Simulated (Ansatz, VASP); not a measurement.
# HfTa4F in VASP and in Ansatz

Contents of INCAR:

```
SYSTEM = HfTa4F
PREC     = Accurate       ! precision mode
ENCUT    = 600            ! plane-wave cutoff, eV
EDIFF    = 1E-7           ! SCF threshold, eV
ISMEAR   = 0              ! smearing method
SIGMA    = 0.1            ! smearing width, eV
LREAL    = .FALSE.        ! projectors in reciprocal space
LASPH    = .TRUE.         ! aspherical terms in the spheres
NELM     = 100            ! most SCF steps
ALGO     = Normal         ! electronic algorithm
ISIF     = 3              ! what is computed and relaxed
LWAVE    = .FALSE.        ! write WAVECAR
LCHARG   = .FALSE.        ! write CHGCAR
GGA      = PE             ! functional
IBRION   = 2              ! ionic algorithm
NSW      = 100            ! ionic steps
EDIFFG   = -0.01          ! ionic threshold
```

KPOINTS

```
Automatic mesh
0
G
  8 8 8
  0 0 0
```

Contents of POSCAR:

```
HfTa4F
1.0
    0.0000000000      3.9255127855      3.9255127855
    3.9255127855      0.0000000000      3.9255127855
    3.9255127855      3.9255127855      0.0000000000
Hf Ta F
1 4 1
Direct
    0.2500000000      0.2500000000      0.2500000000
    0.6221075817      0.6221075817      0.1336772549
    0.6221075817      0.1336772549      0.6221075817
    0.1336772549      0.6221075817      0.6221075817
    0.6221075817      0.6221075817      0.6221075817
    0.0000000000      0.0000000000      0.0000000000
```

Input for Ansatz:

```yaml
crystal:
  lattice:
    - [0.0, 3.9255127855, 3.9255127855]
    - [3.9255127855, 0.0, 3.9255127855]
    - [3.9255127855, 3.9255127855, 0.0]
  atoms:
    - { symbol: Hf, position: [0.25, 0.25, 0.25] }
    - { symbol: Ta, position: [0.6221075817, 0.6221075817, 0.1336772549] }
    - { symbol: Ta, position: [0.6221075817, 0.1336772549, 0.6221075817] }
    - { symbol: Ta, position: [0.1336772549, 0.6221075817, 0.6221075817] }
    - { symbol: Ta, position: [0.6221075817, 0.6221075817, 0.6221075817] }
    - { symbol: F, position: [0.0, 0.0, 0.0] }
basis:
  ecutwfc: 420
kpoints:
  mp_grid: { grid: [8, 8, 8] }
hamiltonian:
  xc: pbe
scf:
  occupations: { method: gaussian, width: 0.1 }
output:
  forces: true
  stress: true
  eigenvalues: true
  write_density: true
  write_potential: true
  elf: true
  volumetric_format: npy
relax:
  adjacent_minimum: "off"
  f_tol: 0.01
  max_steps: 80
  cell: { stress_tol: 0.05 }
```

Change from the starting cell: species swapped into the HfZrV4 type (F-43m, No. 216).

Alike in both runs: task relaxation of cell and atoms; functional PBE; k mesh 8 × 8 × 8; occupations gaussian, width 0.1 eV; no spin polarisation.

```csv
,VASP,Ansatz
version,VASP 6.6.1,Ansatz 0.2.0
potentials or method,"VASP PAW PBE potentials, release 64 (Hf_pv, Ta_pv, F), cutoff 600 eV","scalar-relativistic, plane waves, PAW"
valence electrons in the cell,61,85
```

|  | VASP | Ansatz | Ansatz less VASP |
| --- | --- | --- | --- |
| gap on the k mesh at the Fermi level, each at its own relaxed structure (eV) | none | none | - |
| relaxed volume (Å³/atom) | 20.08 | 20.10 | +0.024 |
| relaxed length of the cell vector where the two differ most in proportion (Å) | 5.544 | 5.546 | +0.0022 |

A gap of «none» marks a metal or a gap that the smearing closes. VASP's potentials hold 61 valence electrons a cell and Ansatz's 85, so a difference there can come from the potentials and not from the codes.

Spin-orbit coupling is off throughout.
